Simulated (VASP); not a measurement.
# Co (P6_3/mmc) in VASP: notebook

Co is run at these levels: PBEsol; tasks: single point.

Everything below comes from runs of VASP 6.6.1. Logs are shortened: lines on timing, memory, paths and dates and some standing lists are left out, and cuts for length are marked.

## 1. The cell of the first run

Symmetry: P6_3/mmc, No. 194, hexagonal system. The conventional cell has a = 2.530 Å, b = 2.530 Å, c = 3.903 Å, α = 90.00°, β = 90.00°, γ = 120.00°. Within 3.2 Å of Co (site symmetry -6m2) lie 12 Co at 2.44 to 2.53 Å.

## 2. Single point, PBEsol, collinear spin, ferromagnetic start (biaxial strain in the a-b plane: +3.0 %, then relaxed in part)

INCAR

```
PREC = Accurate ; ENCUT = 520
EDIFF = 1E-7 ; ISMEAR = 0
SIGMA = 0.1 ; LREAL = False
LASPH = True ; NELM = 150
ALGO = Normal ; ISIF = 2
LWAVE = False ; LCHARG = False
ISPIN = 2 ; MAGMOM = 1.79 1.79
LORBIT = 11 ; LMAXMIX = 4
GGA = PS ; NBANDS = 20
```

KPOINTS

```
Automatic mesh
0
Gamma
  21 21 10
```

POSCAR

```
Co
1.0
    2.5295909563      0.0000000000      0.0000000000
   -1.2647954781      2.1906900293      0.0000000000
    0.0000000000      0.0000000000      3.9033307251
Co
2
Direct
    0.3333333333      0.6666666667      0.2500000000
    0.6666666667      0.3333333333      0.7500000000
```

Potentials or basis: VASP PAW PBE potentials, release 64 (Co).

On the command line:

```
cat potpaw_PBE.64/Co/POTCAR > POTCAR
mpirun -np 1 vasp_std > vasp.out
```

OUTCAR:

```text
PREC = Accurate
   ENCUT = 520
   EDIFF = 1E-7
   ISMEAR = 0
   LREAL = False
   LASPH = True
   NELM = 150
   ISIF = 2
   ISPIN = 2
   LORBIT = 11
   GGA = PS

 ion  position               nearest neighbor table
   1  0.333  0.667  0.250-   2 2.44   2 2.44   2 2.44   2 2.44   2 2.44   2 2.44
   2  0.667  0.333  0.750-   1 2.44   1 2.44   1 2.44   1 2.44   1 2.44   1 2.44

  LATTYP: Found a hexagonal cell.
 ALAT       =     2.5295909563
 C/A-ratio  =     1.5430679476

  Lattice vectors:

 A1 = (   2.5295909563,   0.0000000000,   0.0000000000)
 A2 = (  -1.2647954781,   2.1906900293,   0.0000000000)
 A3 = (   0.0000000000,   0.0000000000,   3.9033307251)

Analysis of symmetry for initial positions (statically):
=====================================================================
 Subroutine PRICEL returns:
 Original cell was already a primitive cell.

 Routine SETGRP: Setting up the symmetry group for a
 hexagonal supercell.

 Subroutine GETGRP returns: Found 24 space group operations
 (whereof 12 operations were pure point group operations)
 out of a pool of 24 trial point group operations.

The static configuration has the point symmetry D_3d.
 The point group associated with its full space group is D_6h.

Analysis of symmetry for dynamics (positions and initial velocities):
=====================================================================
 Subroutine PRICEL returns:
 Original cell was already a primitive cell.

 Routine SETGRP: Setting up the symmetry group for a
 hexagonal supercell.

 Subroutine GETGRP returns: Found 24 space group operations
 (whereof 12 operations were pure point group operations)
 out of a pool of 24 trial point group operations.

The dynamic configuration has the point symmetry D_3d.
 The point group associated with its full space group is D_6h.

Analysis of structural, dynamic, and magnetic symmetry:
=====================================================================
 Subroutine PRICEL returns:
 Original cell was already a primitive cell.

 Routine SETGRP: Setting up the symmetry group for a
 hexagonal supercell.

 Subroutine GETGRP returns: Found 24 space group operations
 (whereof 12 operations were pure point group operations)
 out of a pool of 24 trial point group operations.

The overall configuration has the point symmetry D_3d.
 The point group associated with its full space group is D_6h.

 Subroutine INISYM returns: Found 24 space group operations
 (whereof 12 operations are pure point group operations),
 and found     1 'primitive' translations

----------------------------------------------------------------------------------------

                                     Primitive cell

  volume of cell :      21.6305

  direct lattice vectors                    reciprocal lattice vectors
     2.529590956  0.000000000  0.000000000     0.395320831  0.228238588  0.000000000
    -1.264795478  2.190690029  0.000000000     0.000000000  0.456477177  0.000000000
     0.000000000  0.000000000  3.903330725     0.000000000  0.000000000  0.256191461

  length of vectors
     2.529590956  2.529590956  3.903330725     0.456477177  0.456477177  0.256191461

  position of ions in fractional coordinates (direct lattice)
     0.333333333  0.666666667  0.250000000
     0.666666667  0.333333333  0.750000000

  ion indices of the primitive-cell ions
   primitive index   ion index
                 1           1
                 2           2

----------------------------------------------------------------------------------------

 KPOINTS: Automatic mesh

Automatic generation of k-mesh.
 Grid dimensions read from file:
 generate k-points for:   21   21   10

 Generating k-lattice:

  Cartesian coordinates                     Fractional coordinates (reciprocal lattice)
     0.018824801  0.010868504  0.000000000     0.047619048  0.000000000  0.000000000
     0.000000000  0.021737008  0.000000000     0.000000000  0.047619048  0.000000000
     0.000000000  0.000000000  0.025619146     0.000000000  0.000000000  0.100000000

  Length of vectors
     0.021737008  0.021737008  0.025619146

  Shift w.r.t. Gamma in fractional coordinates (k-lattice)
     0.000000000  0.000000000  0.000000000

 Subroutine IBZKPT returns following result:
 ===========================================

 Found    288 irreducible k-points:

 Following reciprocal coordinates:
            Coordinates               Weight
  0.000000  0.000000  0.000000      1.000000
  0.047619  0.000000  0.000000      6.000000
  0.095238 -0.000000  0.000000      6.000000
  0.142857  0.000000  0.000000      6.000000
  0.190476 -0.000000  0.000000      6.000000
  0.238095 -0.000000  0.000000      6.000000
[... 16 lines left out ...]
  0.142857  0.095238  0.000000     12.000000
  0.190476  0.095238  0.000000     12.000000
 [... further k-points ...]
   k-points           NKPTS =    288   k-points in BZ     NKDIM =    288   number of bands    NBANDS=     20
   number of dos      NEDOS =    301   number of ions     NIONS =      2
   total plane-waves  NPLWV =  12000
   dimension x,y,z NGX =    20 NGY =   20 NGZ =   30
   dimension x,y,z NGXF=    40 NGYF=   40 NGZF=   60
   ions per type =               2
   NGX,Y,Z   is equivalent  to a cutoff of  13.14, 13.14, 12.78 a.u.
   NGXF,Y,Z  is equivalent  to a cutoff of  26.29, 26.29, 25.55 a.u.
 SYSTEM =  unknown system
   PREC   = accura    normal or accurate (medium, high low for compatibility)
   ISTART =      0    job   : 0-new  1-cont  2-samecut
   ICHARG =      2    charge: 1-file 2-atom 10-const
   ISPIN  =      2    spin polarized calculation?
   LNONCOLLINEAR =      F non collinear calculations
   LSORBIT =      F    spin-orbit coupling
   LASPH  =      T    aspherical Exc in radial PAW
   ENCUT  =  520.0 eV  38.22 Ry    6.18 a.u.   4.70  4.70  7.26*2*pi/ulx,y,z
   NELM   =    150;   NELMIN=  2; NELMDL= -5     # of ELM steps
   EDIFF  = 0.1E-06   stopping-criterion for ELM
   LREAL  =      F    real-space projection
   EDIFFG = 0.1E-05   stopping-criterion for IOM
   NSW    =      0    number of steps for IOM
   IBRION =     -1    ionic relax: 0-MD 1-quasi-New 2-CG
   NFREE  =      0    steps in history (QN), initial steepest desc. (CG)
   ISIF   =      2    stress and relaxation
   ISYM   =      2    0-nonsym 1-usesym 2-fastsym
   POTIM  = 0.5000    time-step for ionic-motion
   TEBEG  =    0.0;   TEEND  =   0.0 temperature during run
   PSTRESS=    0.0 pullay stress
   NELECT =      18.0000    total number of electrons
   NUPDOWN=      -1.0000    fix difference up-down
   EMIN   =  10.00;   EMAX   =-10.00  energy-range for DOS
   EFERMI =   0.00;   METHOD = LEGACY
   ISMEAR =     0;   SIGMA  =   0.10  broadening in eV -4-tet -1-fermi 0-gaus
   EFERMI_NEDOS =   21; number of points for ismear=-14 and -15
   IALGO  =     38    algorithm
   IMIX   =      4    mixing-type and parameters
     AMIX     =   0.40;   BMIX     =  1.00
     AMIX_MAG =   1.60;   BMIX_MAG =  1.00
  volume/ion in A,a.u.               =      10.82        72.98
  Fermi-wavevector in a.u.,A,eV,Ry     =   1.539844  2.909884 32.261052  2.371120
  Thomas-Fermi vector in A             =   2.646015
   LORBIT       =     11    0 simple, 1 ext, 2 COOP (PROOUT), +10 PAW based schemes
   GGA     = PS    functional components
   LHFCALC =     F    Hartree Fock is set to
   AEXX    =    0.0000 exact exchange contribution
   IVDW    =     0    specifies the selected vdW correction
   LEPSILON=     F    determine dielectric tensor
   LRPA    =     F    only Hartree local field effects (RPA)
 spin polarized calculation
 Gauss-broadening in eV      SIGMA  =   0.10
  energy-cutoff  :      520.00
  volume of cell :       21.63
 maximum number of plane-waves:       597
 NGX is ok and might be reduce to    20
   NGX =  9   NGY =  9   NGZ = 15

 number of electron      18.0000002 magnetization       3.1765430

 Free energy of the ion-electron system (eV)
  ---------------------------------------------------
  ext. energy  EPLUGINS =         0.00000000
  ---------------------------------------------------
  free energy    TOTEN  =       -15.41889838 eV

  energy without entropy =      -15.41026649  energy(sigma->0) =      -15.41458244

 E-fermi :  10.0884     XC(G=0): -13.5948

 val. band max:       10.0871374937   @ k =   0.1905  -0.0000   0.1000
 cond. band min:      10.0885497873   @ k =   0.3810   0.0476   0.1000
 fundamental gap:      0.0014122936
 Fermi energy:        10.0883986901

 spin component 1

 k-point     1 :       0.0000    0.0000    0.0000
  band No.  band energies     occupation
      1       1.1311      1.00000
      2       4.9918      1.00000
      3       7.5155      1.00000
      4       7.5155      1.00000
      5       7.7489      1.00000
      6       7.8865      1.00000
[... 12 lines left out ...]
     19      35.0848      0.00000
     20      36.7308      0.00000
[... 507 lines left out ...]
 k-point    24 :       0.1905    0.0952    0.0000
  band No.  band energies     occupation
      1       3.1275      1.00000
      2       5.7877      1.00000
      3       6.6792      1.00000
      4       6.6980      1.00000
      5       7.5145      1.00000
      6       7.6817      1.00000
[... 12 lines left out ...]
     19      34.7125      0.00000
     20      35.8716      0.00000

 [... further k-points ...]

 spin component 2

 k-point     1 :       0.0000    0.0000    0.0000
  band No.  band energies     occupation
      1       1.1825      1.00000
      2       5.9811      1.00000
      3       9.1222      1.00000
      4       9.1222      1.00000
      5       9.3995      1.00000
      6       9.5551      1.00000
[... 12 lines left out ...]
     19      35.4341      0.00000
     20      36.5544      0.00000
[... 507 lines left out ...]
 k-point    24 :       0.1905    0.0952    0.0000
  band No.  band energies     occupation
      1       3.2161      1.00000
      2       6.9440      1.00000
      3       7.8695      1.00000
      4       8.0622      1.00000
      5       9.0860      1.00000
      6       9.2414      1.00000
[... 12 lines left out ...]
     19      34.9624      0.00000
     20      36.3273      0.00000

 [... further k-points ...]
[... 5 lines left out ...]
  --------------------------------------------------------------------------------------
  -------------------------------------------------------------------------------------
  Total       -1.8550709     -1.8550709     -0.1515567     -0.0000000     -0.0000000      0.0000000
  in kB     -137.4056224   -137.4056224    -11.2258489     -0.0000000     -0.0000000      0.0000000
  external PRESSURE =     -95.3456979 kB  Pullay stress =       0.0000000 kB

 VOLUME and BASIS-vectors are now :
 -----------------------------------------------------------------------------
  energy-cutoff  :      520.00
  volume of cell :       21.63
      direct lattice vectors                 reciprocal lattice vectors
     2.529590956  0.000000000  0.000000000     0.395320831  0.228238588  0.000000000
    -1.264795478  2.190690029  0.000000000     0.000000000  0.456477177  0.000000000
     0.000000000  0.000000000  3.903330725     0.000000000  0.000000000  0.256191461

 POSITION                                       TOTAL-FORCE (eV/Angst)
 -----------------------------------------------------------------------------------
     -0.00000      1.46046      0.97583        -0.000000      0.000000      0.000000
      1.26480      0.73023      2.92750         0.000000     -0.000000      0.000000
 -----------------------------------------------------------------------------------
    total drift:                                0.000000      0.000000     -0.000000

  FREE ENERGIE OF THE ION-ELECTRON SYSTEM (eV)
  ---------------------------------------------------
  free  energy   TOTEN  =       -15.4188983829 eV

  energy  without entropy=      -15.4102664890  energy(sigma->0) =      -15.41458244

 total charge

# of ion       s       p       d       tot
------------------------------------------
    1        0.491   0.527   7.264   8.282
    2        0.491   0.527   7.264   8.282
--------------------------------------------------
tot          0.981   1.055  14.528  16.564

 magnetization (x)

# of ion       s       p       d       tot
------------------------------------------
    1       -0.015  -0.053   1.672   1.604
    2       -0.015  -0.053   1.672   1.604
--------------------------------------------------
tot         -0.031  -0.105   3.343   3.207
```

It took 5.3 min on 1 thread of Oxide Virtual Turin-like, shared host; peak memory 0.24 GiB.

Results:

```yaml
Free_energy: -15.4189 eV
Pressure: -9.5 GPa
Net_moment: 3.18 μB per cell
Site_moments: Co +1.60 μB
Valence_electrons_inside_the_program's_atomic_spheres: Co 8.28
```

Caveat: the cell differs from its parent crystal (biaxial strain in the a-b plane: +3.0 %, then relaxed in part); the PAW data sets were made with another functional, which shifts forces and pressure a little.

[end of part 1 of 2]
